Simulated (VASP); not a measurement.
# KF (Fm-3m) in VASP: further runs, part 2 of 2

VASP 6.6.1. Earlier steps stand in the parts before.

### 4 Single point, PBE (21.89 Å³/atom)

This run uses another cell than the first one, of 21.89 Å³/atom.

INCAR reads:

```
  PREC = Accurate
  ENCUT = 520
  EDIFF = 1E-7
  ISMEAR = 0
  SIGMA = 0.02
  LREAL = F
  LASPH = T
  NELM = 100
  ALGO = Normal
  ISIF = 2
  LWAVE = F
  LCHARG = T
  GGA = PE
  LELF = T
  LVHAR = T
  NBANDS = 15
```

KPOINTS reads:

```
regular mesh
0
Gamma
  8 8 8
```

POSCAR reads:

```
KF
1.0
    0.0000000000      2.7975189728      2.7975189728
    2.7975189728      0.0000000000      2.7975189728
    2.7975189728      2.7975189728      0.0000000000
K F
1 1
Direct
    0.0000000000      0.0000000000      0.0000000000
    0.5000000000      0.5000000000      0.5000000000
```

Potentials or basis: VASP PAW PBE potentials, release 64 (K_sv, F).

Launch:

```sh
> cat potpaw_PBE.64/K_sv/POTCAR potpaw_PBE.64/F/POTCAR > POTCAR
> mpirun -np 1 vasp_std > vasp.out
```

OUTCAR:

```text
PREC = Accurate
   ENCUT = 520
   EDIFF = 1E-7
   ISMEAR = 0
   LREAL = F
   LASPH = T
   NELM = 100
   ISIF = 2
   GGA = PE

 ion  position               nearest neighbor table
   1  0.000  0.000  0.000-   2 2.80   2 2.80   2 2.80   2 2.80   2 2.80   2 2.80
   2  0.500  0.500  0.500-   1 2.80   1 2.80   1 2.80   1 2.80   1 2.80   1 2.80

  LATTYP: Found a face centered cubic cell.
 ALAT       =     5.5950379456

  Lattice vectors:

 A1 = (   0.0000000000,   2.7975189728,   2.7975189728)
 A2 = (   2.7975189728,   0.0000000000,   2.7975189728)
 A3 = (   2.7975189728,   2.7975189728,   0.0000000000)

Analysis of symmetry for initial positions (statically):
=====================================================================
 Subroutine PRICEL returns:
 Original cell was already a primitive cell.

 Routine SETGRP: Setting up the symmetry group for a
 face centered cubic supercell.

 Subroutine GETGRP returns: Found 48 space group operations
 (whereof 48 operations were pure point group operations)
 out of a pool of 48 trial point group operations.

The static configuration has the point symmetry O_h .

Analysis of symmetry for dynamics (positions and initial velocities):
=====================================================================
 Subroutine PRICEL returns:
 Original cell was already a primitive cell.

 Routine SETGRP: Setting up the symmetry group for a
 face centered cubic supercell.

 Subroutine GETGRP returns: Found 48 space group operations
 (whereof 48 operations were pure point group operations)
 out of a pool of 48 trial point group operations.

The dynamic configuration has the point symmetry O_h .

 Subroutine INISYM returns: Found 48 space group operations
 (whereof 48 operations are pure point group operations),
 and found     1 'primitive' translations

----------------------------------------------------------------------------------------

                                     Primitive cell

  volume of cell :      43.7874

  direct lattice vectors                    reciprocal lattice vectors
     0.000000000  2.797518973  2.797518973    -0.178729798  0.178729798  0.178729798
     2.797518973  0.000000000  2.797518973     0.178729798 -0.178729798  0.178729798
     2.797518973  2.797518973  0.000000000     0.178729798  0.178729798 -0.178729798

  length of vectors
     3.956289272  3.956289272  3.956289272     0.309569090  0.309569090  0.309569090

  position of ions in fractional coordinates (direct lattice)
     0.000000000  0.000000000  0.000000000
     0.500000000  0.500000000  0.500000000

  ion indices of the primitive-cell ions
   primitive index   ion index
                 1           1
                 2           2

----------------------------------------------------------------------------------------

 KPOINTS: regular mesh

Automatic generation of k-mesh.
 Grid dimensions read from file:
 generate k-points for:    8    8    8

 Generating k-lattice:

  Cartesian coordinates                     Fractional coordinates (reciprocal lattice)
    -0.022341225  0.022341225  0.022341225     0.125000000  0.000000000  0.000000000
     0.022341225 -0.022341225  0.022341225     0.000000000  0.125000000  0.000000000
     0.022341225  0.022341225 -0.022341225     0.000000000  0.000000000  0.125000000

[... 40 lines left out ...]
   total plane-waves  NPLWV =  27000
   dimension x,y,z NGX =    30 NGY =   30 NGZ =   30
   dimension x,y,z NGXF=    60 NGYF=   60 NGZF=   60
   ions per type =               1   1
   NGX,Y,Z   is equivalent  to a cutoff of  12.61, 12.61, 12.61 a.u.
   NGXF,Y,Z  is equivalent  to a cutoff of  25.21, 25.21, 25.21 a.u.
 SYSTEM =  unknown system
   PREC   = accura    normal or accurate (medium, high low for compatibility)
   ISTART =      0    job   : 0-new  1-cont  2-samecut
   ICHARG =      2    charge: 1-file 2-atom 10-const
   ISPIN  =      1    spin polarized calculation?
   LNONCOLLINEAR =      F non collinear calculations
   LSORBIT =      F    spin-orbit coupling
   LASPH  =      T    aspherical Exc in radial PAW
   ENCUT  =  520.0 eV  38.22 Ry    6.18 a.u.   7.36  7.36  7.36*2*pi/ulx,y,z
   NELM   =    100;   NELMIN=  2; NELMDL= -5     # of ELM steps
   EDIFF  = 0.1E-06   stopping-criterion for ELM
   LREAL  =      F    real-space projection
   EDIFFG = 0.1E-05   stopping-criterion for IOM
   NSW    =      0    number of steps for IOM
   IBRION =     -1    ionic relax: 0-MD 1-quasi-New 2-CG
   NFREE  =      0    steps in history (QN), initial steepest desc. (CG)
   ISIF   =      2    stress and relaxation
   ISYM   =      2    0-nonsym 1-usesym 2-fastsym
   POTIM  = 0.5000    time-step for ionic-motion
   TEBEG  =    0.0;   TEEND  =   0.0 temperature during run
   PSTRESS=    0.0 pullay stress
   NELECT =      16.0000    total number of electrons
   NUPDOWN=      -1.0000    fix difference up-down
   EMIN   =  10.00;   EMAX   =-10.00  energy-range for DOS
   EFERMI =   0.00;   METHOD = LEGACY
   ISMEAR =     0;   SIGMA  =   0.02  broadening in eV -4-tet -1-fermi 0-gaus
   EFERMI_NEDOS =   21; number of points for ismear=-14 and -15
   IALGO  =     38    algorithm
   IMIX   =      4    mixing-type and parameters
     AMIX     =   0.40;   BMIX     =  1.00
     AMIX_MAG =   1.60;   BMIX_MAG =  1.00
  volume/ion in A,a.u.               =      21.89       147.75
  Fermi-wavevector in a.u.,A,eV,Ry     =   1.170393  2.211722 18.637536  1.369820
  Thomas-Fermi vector in A             =   2.306852
   LORBIT       =      0    0 simple, 1 ext, 2 COOP (PROOUT), +10 PAW based schemes
   GGA     = PE    functional components
   LHFCALC =     F    Hartree Fock is set to
   AEXX    =    0.0000 exact exchange contribution
   IVDW    =     0    specifies the selected vdW correction
   LEPSILON=     F    determine dielectric tensor
   LRPA    =     F    only Hartree local field effects (RPA)
 non-spin polarized calculation
 Gauss-broadening in eV      SIGMA  =   0.02
  energy-cutoff  :      520.00
  volume of cell :       43.79
 maximum number of plane-waves:      1243
 NGX is ok and might be reduce to    30
   NGX = 15   NGY = 15   NGZ = 15

 number of electron      16.0000010 magnetization

 Free energy of the ion-electron system (eV)
  ---------------------------------------------------
  ext. energy  EPLUGINS =         0.00000000
  ---------------------------------------------------
  free energy    TOTEN  =        -8.27367163 eV

  energy without entropy =       -8.27367163  energy(sigma->0) =       -8.27367163

 E-fermi :  -2.9259     XC(G=0):  -7.7994

 val. band max:       -3.1270402181   @ k =   0.0000   0.0000   0.0000
 cond. band min:       2.3709777736   @ k =   0.0000   0.0000   0.0000
 fundamental gap:      5.4980179917
 Fermi energy:        -2.9258777215

 k-point     1 :       0.0000    0.0000    0.0000
  band No.  band energies     occupation
      1     -29.6772      2.00000
      2     -21.7130      2.00000
      3     -13.0064      2.00000
      4     -13.0064      2.00000
      5     -13.0064      2.00000
      6      -3.1271      2.00000
      7      -3.1270      2.00000
      8      -3.1270      2.00000
      9       2.3710      0.00000
     10       7.1486      0.00000
     11       7.1486      0.00000
     12       7.1486      0.00000
     13       8.6473      0.00000
     14       8.6473      0.00000
[... 401 lines left out ...]
      2     -21.7352      2.00000
      3     -13.2248      2.00000
      4     -13.1453      2.00000
      5     -13.0598      2.00000
      6      -3.6068      2.00000
      7      -3.3458      2.00000
      8      -3.3457      2.00000
      9       5.7105      0.00000
     10       6.2788      0.00000
     11       7.8011      0.00000
     12       8.8664      0.00000
     13       9.9411      0.00000
     14      10.8008      0.00000
     15      10.8156      0.00000

 [... further k-points ...]

------------------------ aborting loop because EDIFF is reached ----------------------------------------

  FORCE on cell =-STRESS in cart. coord.  units (eV):
  Direction    XX          YY          ZZ          XY          YZ          ZX
  --------------------------------------------------------------------------------------
  -------------------------------------------------------------------------------------
  Total       -0.6078460     -0.6078460     -0.6078460      0.0000000      0.0000000      0.0000000
  in kB      -22.2410362    -22.2410362    -22.2410362      0.0000000      0.0000000      0.0000000
  external PRESSURE =     -22.2410362 kB  Pullay stress =       0.0000000 kB

 VOLUME and BASIS-vectors are now :
 -----------------------------------------------------------------------------
  energy-cutoff  :      520.00
  volume of cell :       43.79
      direct lattice vectors                 reciprocal lattice vectors
     0.000000000  2.797518973  2.797518973    -0.178729798  0.178729798  0.178729798
     2.797518973  0.000000000  2.797518973     0.178729798 -0.178729798  0.178729798
     2.797518973  2.797518973  0.000000000     0.178729798  0.178729798 -0.178729798

 POSITION                                       TOTAL-FORCE (eV/Angst)
 -----------------------------------------------------------------------------------
      0.00000      0.00000      0.00000         0.000000      0.000000     -0.000000
      2.79752      2.79752      2.79752        -0.000000     -0.000000      0.000000
 -----------------------------------------------------------------------------------
    total drift:                                0.000000      0.000000      0.000000

  FREE ENERGIE OF THE ION-ELECTRON SYSTEM (eV)
  ---------------------------------------------------
  free  energy   TOTEN  =        -8.2736716333 eV

  energy  without entropy=       -8.2736716333  energy(sigma->0) =       -8.27367163
```

It took 12 s on 1 thread of AMD EPYC 9R45 (Zen 5), shared host; peak memory 0.14 GiB.

What came out:

```yaml
Free_energy: -8.2737 eV
Pressure: -2.2 GPa
Band_gap_on_the_k_mesh: 5.50 eV
```

A k mesh can miss the band edges.

### 5 Overview

```csv
cell,gap on the mesh (eV),pressure (GPa)
"a = 3.871 Å, angles 60.0°, 2 atoms",5.80,-0.8
"a = 3.908 Å, angles 60.0°, 2 atoms",5.67,-1.5
"a = 3.956 Å, angles 60.0°, 2 atoms",5.50,-2.2
```

Alike in all rows: task single point; level PBE; potentials or basis VASP PAW PBE potentials, release 64 (K_sv, F); no spin polarisation; k mesh 8 × 8 × 8; cutoff (eV) 520; smearing gaussian 0.02 eV.

Total energies depend on the potentials used, so only differences within one code and one set of settings carry meaning.
